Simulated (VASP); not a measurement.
Set up this calculation in VASP 6.6.1, as the native input.

```
Task                   : relaxation of cell and atoms
Functional             : PBE
Potentials or basis    : VASP PAW PBE potentials, release 64 (Ga_d, Sb)
Cutoff                 : 600 eV
k mesh                 : 6 × 6 × 2
Occupations            : gaussian, width 0.2 eV
Spin                   : no spin polarisation
Dipole correction      : no
Further INCAR settings : ALGO = Normal; EDIFF = 1e-06; IBRION = 2; EDIFFG = -0.025; NSW = 80; ISIF = 3
```

The structure of GaSb3 lies in POSCAR:

```
GaSb3
1.0
    4.3829173866      0.0003943437     -0.0461957247
   -2.1911171817      3.8302149842      0.0190883035
   -0.1556461488     -0.0155992081     14.5265318796
Ga Sb
2 6
Direct
    0.3128675848      0.6641346512      0.0695256145
    0.6648996359      0.3164811610      0.3039849536
    0.0114810856     -0.0011176306      1.0019477743
    0.3436105229      0.6606908282      0.2520836912
    0.6625139256      0.3319280586      0.4909424354
   -0.0076984104      0.0111952223      0.5909967946
    0.3392440436      0.6831332861      0.7408479692
    0.6730816120      0.3335544233      0.8406707670
```

One way to write it, as run:

INCAR

```
PREC = Accurate
ENCUT = 600
EDIFF = 1E-6
ISMEAR = 0
SIGMA = 0.2
LREAL = False
LASPH = True
NELM = 80
ALGO = Normal
ISIF = 3
LWAVE = False
LCHARG = False
GGA = PE
IBRION = 2
NSW = 80
EDIFFG = -0.025
```

KPOINTS

```
Automatic mesh
0
Gamma
  6 6 2
```

Potentials or basis: VASP PAW PBE potentials, release 64 (Ga_d, Sb).

The run is started by

```bash
$ cat potpaw_PBE.64/Ga_d/POTCAR potpaw_PBE.64/Sb/POTCAR > POTCAR
$ mpirun -np 1 vasp_std > vasp.out
```

Results of the run:

The relaxed volume is 31.04 Å³/atom. The relaxed cell is a = 4.402 Å, b = 4.401 Å, c = 14.797 Å, α = 90.09°, β = 90.03°, γ = 119.98°. The space group after relaxing (to 0.1 Å) is P3m1 (No. 156), the energy gained by relaxing is 20.5 meV/atom and the ionic steps are 14. The pressure after relaxing is 0.0 GPa, the largest force after relaxing is 0.024 eV/Å and the band gap on the k mesh is zero (bands 28 and 29 overlap by 0.06 eV).

Caveat: semilocal functionals underestimate gaps, and a narrow one can read as zero; spin-orbit coupling is left out, which moves the levels of the heavy elements.

Run time: 35 min on 1 thread of AMD EPYC 9R45 96-Core Processor (Zen 5), on a shared host, peak memory 0.63 GiB.
